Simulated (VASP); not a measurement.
# ZnS (F-43m) in VASP: single point with HSE06

Aim: the single point of ZnS with HSE06.

All numbers are computed with VASP 6.6.1; they aren't measurements. Logs are shortened: lines on timing, memory, paths and dates and some standing lists are left out, and cuts for length are marked.

**1. The cell of the first run**

The structure is cubic, space group F-43m (No. 216). Conventional cell: a = 5.538 Å, b = 5.538 Å, c = 5.538 Å, α = 90.00°, β = 90.00°, γ = 90.00°. Zn (site symmetry -43m) has 4 S at 2.40 Å within 3.2 Å. S (site symmetry -43m) has 4 Zn at 2.40 Å within 3.2 Å.

**2. Single point, HSE06 (strain +2.8%)**

POSCAR

```
ZnS
1.0
    0.0000000000      2.7689914095      2.7689914095
    2.7689914095      0.0000000000      2.7689914095
    2.7689914095      2.7689914095      0.0000000000
Zn S
1 1
Direct
    0.2500000000      0.2500000000      0.2500000000
    0.0000000000      0.0000000000      0.0000000000
```

INCAR.step1

```
SYSTEM = ZnS
  PREC = Accurate
  ENCUT = 520
  EDIFF = 1E-5
  ISMEAR = 0
  SIGMA = 0.01
  LREAL = .FALSE.
  LASPH = .TRUE.
  NELM = 60
  ALGO = Normal
  ISIF = 2
  LWAVE = .TRUE.
  LCHARG = .FALSE.
  GGA = PE
  NBANDS = 16
```

INCAR.step2

```
SYSTEM = ZnS
  PREC = Accurate
  ENCUT = 520
  EDIFF = 1E-7
  ISMEAR = 0
  SIGMA = 0.01
  LREAL = .FALSE.
  LASPH = .TRUE.
  NELM = 60
  ALGO = Normal
  ISIF = 2
  LWAVE = .FALSE.
  LCHARG = .FALSE.
  GGA = PE
  LHFCALC = .TRUE.
  HFSCREEN = 0.2079
  PRECFOCK = Normal
  ISTART = 1
  NBANDS = 16
```

KPOINTS

```
regular mesh
0
G
  6 6 6
  0 0 0
```

Potentials or basis: VASP PAW PBE potentials, release 64 (Zn, S).

On the command line:

```bash
cat potpaw_PBE.64/Zn/POTCAR potpaw_PBE.64/S/POTCAR > POTCAR
cp INCAR.step1 INCAR
mpirun -np 1 vasp_std > vasp.out
cp INCAR.step2 INCAR
mpirun -np 1 vasp_std > vasp.out
```

OUTCAR:

```text
SYSTEM = ZnS
   PREC = Accurate
   ENCUT = 520
   EDIFF = 1E-7
   ISMEAR = 0
   LREAL = .FALSE.
   LASPH = .TRUE.
   NELM = 60
   ISIF = 2
   GGA = PE
   LHFCALC = .TRUE.
   HFSCREEN = 0.2079
   PRECFOCK = Normal
   ISTART = 1

 ion  position               nearest neighbor table
   1  0.250  0.250  0.250-   2 2.40   2 2.40   2 2.40   2 2.40
   2  0.000  0.000  0.000-   1 2.40   1 2.40   1 2.40   1 2.40

  LATTYP: Found a face centered cubic cell.
 ALAT       =     5.5379828190

  Lattice vectors:

 A1 = (   0.0000000000,   2.7689914095,   2.7689914095)
 A2 = (   2.7689914095,   0.0000000000,   2.7689914095)
 A3 = (   2.7689914095,   2.7689914095,   0.0000000000)

Analysis of symmetry for initial positions (statically):
=====================================================================
 Subroutine PRICEL returns:
 Original cell was already a primitive cell.

 Routine SETGRP: Setting up the symmetry group for a
 face centered cubic supercell.

 Subroutine GETGRP returns: Found 24 space group operations
 (whereof 24 operations were pure point group operations)
 out of a pool of 48 trial point group operations.

The static configuration has the point symmetry T_d .

Analysis of symmetry for dynamics (positions and initial velocities):
=====================================================================
 Subroutine PRICEL returns:
 Original cell was already a primitive cell.

 Routine SETGRP: Setting up the symmetry group for a
 face centered cubic supercell.

 Subroutine GETGRP returns: Found 24 space group operations
 (whereof 24 operations were pure point group operations)
 out of a pool of 48 trial point group operations.

The dynamic configuration has the point symmetry T_d .

 Subroutine INISYM returns: Found 24 space group operations
 (whereof 24 operations are pure point group operations),
 and found     1 'primitive' translations

----------------------------------------------------------------------------------------

                                     Primitive cell

  volume of cell :      42.4615

  direct lattice vectors                    reciprocal lattice vectors
     0.000000000  2.768991409  2.768991409    -0.180571163  0.180571163  0.180571163
     2.768991409  0.000000000  2.768991409     0.180571163 -0.180571163  0.180571163
     2.768991409  2.768991409  0.000000000     0.180571163  0.180571163 -0.180571163

  length of vectors
     3.915945205  3.915945205  3.915945205     0.312758429  0.312758429  0.312758429

  position of ions in fractional coordinates (direct lattice)
     0.250000000  0.250000000  0.250000000
     0.000000000  0.000000000  0.000000000

  ion indices of the primitive-cell ions
   primitive index   ion index
                 1           1
                 2           2

----------------------------------------------------------------------------------------

 KPOINTS: regular mesh

Automatic generation of k-mesh.
 Grid dimensions read from file:
 generate k-points for:    6    6    6

 Generating k-lattice:

  Cartesian coordinates                     Fractional coordinates (reciprocal lattice)
    -0.030095194  0.030095194  0.030095194     0.166666667  0.000000000  0.000000000
     0.030095194 -0.030095194  0.030095194     0.000000000  0.166666667  0.000000000
     0.030095194  0.030095194 -0.030095194     0.000000000  0.000000000  0.166666667

  Length of vectors
     0.052126405  0.052126405  0.052126405

  Shift w.r.t. Gamma in fractional coordinates (k-lattice)
     0.000000000  0.000000000  0.000000000

 Subroutine IBZKPT returns following result:
 ===========================================

 Found     16 irreducible k-points:

 Following reciprocal coordinates:
            Coordinates               Weight
  0.000000  0.000000  0.000000      1.000000
  0.166667  0.000000  0.000000      8.000000
  0.333333  0.000000  0.000000      8.000000
  0.500000  0.000000  0.000000      4.000000
  0.166667  0.166667  0.000000      6.000000
  0.333333  0.166667  0.000000     24.000000
[... 8 lines left out ...]
 -0.333333  0.333333  0.166667     24.000000
 -0.333333  0.500000  0.166667     12.000000
   k-points           NKPTS =     16   k-points in BZ     NKDIM =    216   number of bands    NBANDS=     16
   number of dos      NEDOS =    301   number of ions     NIONS =      2
   total plane-waves  NPLWV =  27000
   dimension x,y,z NGX =    30 NGY =   30 NGZ =   30
   dimension x,y,z NGXF=    60 NGYF=   60 NGZF=   60
   ions per type =               1   1
   NGX,Y,Z   is equivalent  to a cutoff of  12.74, 12.74, 12.74 a.u.
   NGXF,Y,Z  is equivalent  to a cutoff of  25.47, 25.47, 25.47 a.u.
 SYSTEM =  ZnS
   PREC   = accura    normal or accurate (medium, high low for compatibility)
   ISTART =      1    job   : 0-new  1-cont  2-samecut
   ICHARG =      0    charge: 1-file 2-atom 10-const
   ISPIN  =      1    spin polarized calculation?
   LNONCOLLINEAR =      F non collinear calculations
   LSORBIT =      F    spin-orbit coupling
   LASPH  =      T    aspherical Exc in radial PAW
   ENCUT  =  520.0 eV  38.22 Ry    6.18 a.u.   7.28  7.28  7.28*2*pi/ulx,y,z
   NELM   =     60;   NELMIN=  2; NELMDL=  0     # of ELM steps
   EDIFF  = 0.1E-06   stopping-criterion for ELM
   LREAL  =      F    real-space projection
   EDIFFG = 0.1E-05   stopping-criterion for IOM
   NSW    =      0    number of steps for IOM
   IBRION =     -1    ionic relax: 0-MD 1-quasi-New 2-CG
   NFREE  =      0    steps in history (QN), initial steepest desc. (CG)
   ISIF   =      2    stress and relaxation
   ISYM   =      3    0-nonsym 1-usesym 2-fastsym
   POTIM  = 0.5000    time-step for ionic-motion
   TEBEG  =    0.0;   TEEND  =   0.0 temperature during run
   PSTRESS=    0.0 pullay stress
   NELECT =      18.0000    total number of electrons
   NUPDOWN=      -1.0000    fix difference up-down
   EMIN   =  10.00;   EMAX   =-10.00  energy-range for DOS
   EFERMI =   0.00;   METHOD = LEGACY
   ISMEAR =     0;   SIGMA  =   0.01  broadening in eV -4-tet -1-fermi 0-gaus
   EFERMI_NEDOS =   21; number of points for ismear=-14 and -15
   IALGO  =     38    algorithm
   IMIX   =      1    mixing-type and parameters
     AMIX     =   0.40;   BMIX     =  1.00
     AMIX_MAG =   1.60;   BMIX_MAG =  1.00
  volume/ion in A,a.u.               =      21.23       143.27
  Fermi-wavevector in a.u.,A,eV,Ry     =   1.229799  2.323983 20.577520  1.512405
  Thomas-Fermi vector in A             =   2.364672
   LORBIT       =      0    0 simple, 1 ext, 2 COOP (PROOUT), +10 PAW based schemes
   GGA     = PE    functional components
   LHFCALC =     T    Hartree Fock is set to
   PRECFOCK=normal    Normal, Fast or Accurate (Low or Medium for compatibility)
   ENCUT4O =  -1.0   cutoff for four orbital integrals eV
   NKREDX  =     1    reduce k-point grid by
   NKREDY  =     1    reduce k-point grid by
   NKREDZ  =     1    reduce k-point grid by
   AEXX    =    0.2500 exact exchange contribution
   HFSCREEN=    0.2079 screening length (either q_TF or 0.3 A-1)
   HFSCREENC=   0.2079 screening length for correlation (either q_TF or 0.3 A-1)
   ENCUTFOCK=  -1.0 apply spherical cutoff to Coloumb kernel
   IVDW    =     0    specifies the selected vdW correction
   LEPSILON=     F    determine dielectric tensor
   LRPA    =     F    only Hartree local field effects (RPA)
 non-spin polarized calculation
 Gauss-broadening in eV      SIGMA  =   0.01
  energy-cutoff  :      520.00
  volume of cell :       42.46
 maximum number of plane-waves:      1162
 NGX is ok and might be reduce to    30
  NGX = 24; NGY = 24; NGZ = 24

 number of electron      17.9999988 magnetization

 Free energy of the ion-electron system (eV)
  ---------------------------------------------------
  ext. energy  EPLUGINS =         0.00000000
  ---------------------------------------------------
  free energy    TOTEN  =        -8.34085171 eV

  energy without entropy =       -8.34085171  energy(sigma->0) =       -8.34085171

 E-fermi :   0.8016     XC(G=0):  -7.7045

 val. band max:        0.7458060823   @ k =   0.0000   0.0000   0.0000
 cond. band min:       3.7226814315   @ k =   0.0000   0.0000   0.0000
 fundamental gap:      2.9768753492
 Fermi energy:         0.8015871734

 k-point     1 :       0.0000    0.0000    0.0000
  band No.  band energies     occupation
      1     -13.0721      2.00000
      2      -6.8875      2.00000
      3      -6.8875      2.00000
      4      -6.8875      2.00000
      5      -6.5202      2.00000
      6      -6.5202      2.00000
[... 8 lines left out ...]
     15      13.8084      0.00000
     16      13.8084      0.00000

 k-point     2 :       0.1667    0.0000    0.0000
  band No.  band energies     occupation
      1     -12.8814      2.00000
      2      -6.8600      2.00000
      3      -6.8600      2.00000
      4      -6.8446      2.00000
      5      -6.5215      2.00000
      6      -6.5215      2.00000
[... 8 lines left out ...]
     15      12.9778      0.00000
     16      14.5053      0.00000

 k-point     3 :       0.3333    0.0000    0.0000
  band No.  band energies     occupation
      1     -12.4581      2.00000
      2      -6.8140      2.00000
      3      -6.8140      2.00000
      4      -6.6265      2.00000
      5      -6.5125      2.00000
      6      -6.5125      2.00000
[... 8 lines left out ...]
     15      13.5991      0.00000
     16      13.6727      0.00000

 k-point     4 :       0.5000    0.0000    0.0000
  band No.  band energies     occupation
      1     -12.2205      2.00000
      2      -6.7973      2.00000
      3      -6.7973      2.00000
      4      -6.5003      2.00000
      5      -6.5003      2.00000
      6      -6.3188      2.00000
[... 8 lines left out ...]
     15      15.5080      0.00000
     16      15.5080      0.00000
[... 172 lines left out ...]
 k-point    14 :       0.5000    0.3333    0.1667
  band No.  band energies     occupation
      1     -12.1696      2.00000
      2      -6.7599      2.00000
      3      -6.7448      2.00000
      4      -6.6158      2.00000
      5      -6.4990      2.00000
      6      -6.3974      2.00000
[... 8 lines left out ...]
     15      15.8832      0.00000
     16      16.5947      0.00000

 k-point    15 :      -0.3333    0.3333    0.1667
  band No.  band energies     occupation
      1     -12.0101      2.00000
      2      -6.7518      2.00000
      3      -6.7166      2.00000
      4      -6.5577      2.00000
      5      -6.5160      2.00000
      6      -6.2067      2.00000
[... 8 lines left out ...]
     15      15.6331      0.00000
     16      16.4464      0.00000

 k-point    16 :      -0.3333    0.5000    0.1667
  band No.  band energies     occupation
      1     -11.9365      2.00000
      2      -6.7401      2.00000
      3      -6.6806      2.00000
      4      -6.5915      2.00000
      5      -6.4988      2.00000
      6      -6.1827      2.00000
[... 8 lines left out ...]
     15      16.0350      0.00000
     16      16.7072      0.00000

------------------------ aborting loop because EDIFF is reached ----------------------------------------

  FORCE on cell =-STRESS in cart. coord.  units (eV):
  Direction    XX          YY          ZZ          XY          YZ          ZX
  --------------------------------------------------------------------------------------
  -------------------------------------------------------------------------------------
  Total       -1.0686004     -1.0686004     -1.0686004      0.0000000      0.0000000     -0.0000000
  in kB      -40.3209809    -40.3209809    -40.3209809      0.0000000      0.0000000     -0.0000000
  external PRESSURE =     -40.3209809 kB  Pullay stress =       0.0000000 kB

 VOLUME and BASIS-vectors are now :
 -----------------------------------------------------------------------------
  energy-cutoff  :      520.00
  volume of cell :       42.46
      direct lattice vectors                 reciprocal lattice vectors
     0.000000000  2.768991409  2.768991409    -0.180571163  0.180571163  0.180571163
     2.768991409  0.000000000  2.768991409     0.180571163 -0.180571163  0.180571163
     2.768991409  2.768991409  0.000000000     0.180571163  0.180571163 -0.180571163

 POSITION                                       TOTAL-FORCE (eV/Angst)
 -----------------------------------------------------------------------------------
      1.38450      1.38450      1.38450        -0.000000     -0.000000     -0.000000
      0.00000      0.00000      0.00000         0.000000      0.000000      0.000000
 -----------------------------------------------------------------------------------
    total drift:                               -0.000036     -0.000026     -0.000020

  FREE ENERGIE OF THE ION-ELECTRON SYSTEM (eV)
  ---------------------------------------------------
  free  energy   TOTEN  =        -8.3408517092 eV

  energy  without entropy=       -8.3408517092  energy(sigma->0) =       -8.34085171
```

Wall time 69 min (1 thread of Intel Xeon Platinum 8259CL at 2.50GHz (Skylake/Cascade Lake), shared host); peak memory 0.29 GiB.

Results:

- Free energy: -8.3409 eV
- Pressure: -4.0 GPa
- Band gap on the k mesh: 2.98 eV

Caveat: the cell differs from its parent crystal (strain +2.8%); the cell stands under tension; the PAW data sets were made with another functional, which shifts forces and pressure a little.
